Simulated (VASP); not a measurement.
Input of a VASP 6.6.1 run:

Contents of INCAR:

```
PREC = Accurate
ENCUT = 520
EDIFF = 1E-6
ISMEAR = -1
SIGMA = 0.05
LREAL = F
LASPH = T
NELM = 80
ALGO = Normal
ISIF = 2
LWAVE = F
LCHARG = T
GGA = PE
LELF = T
LVHAR = T
NBANDS = 24
```

Contents of KPOINTS:

```
regular mesh
0
Gamma
  8 8 11
```

File POSCAR:

```
Sc
1.0
    4.9823220613      0.0000000000      0.0000000000
   -2.4911610306      4.3148174749      0.0000000000
    0.0000000000      0.0000000000      3.1436658839
Sc
3
Direct
    0.0000000000      0.0000000000      0.0000000000
    0.3333333333      0.6666666667      0.5000000000
    0.6666666667      0.3333333333      0.5000000000
```

Potentials or basis: VASP PAW PBE potentials, release 64 (Sc_sv).

Command:

```bash
$ cat potpaw_PBE.64/Sc_sv/POTCAR > POTCAR
$ mpirun -np 1 vasp_std > vasp.out
```

Problem. What does it give for the band gap on the k mesh?

Solution. Zero (an odd number of electrons rules out a gap without spin polarisation).

Problem. Estimate the pressure.

Solution. 5.1 GPa.

Caveat: the cell stands under pressure.
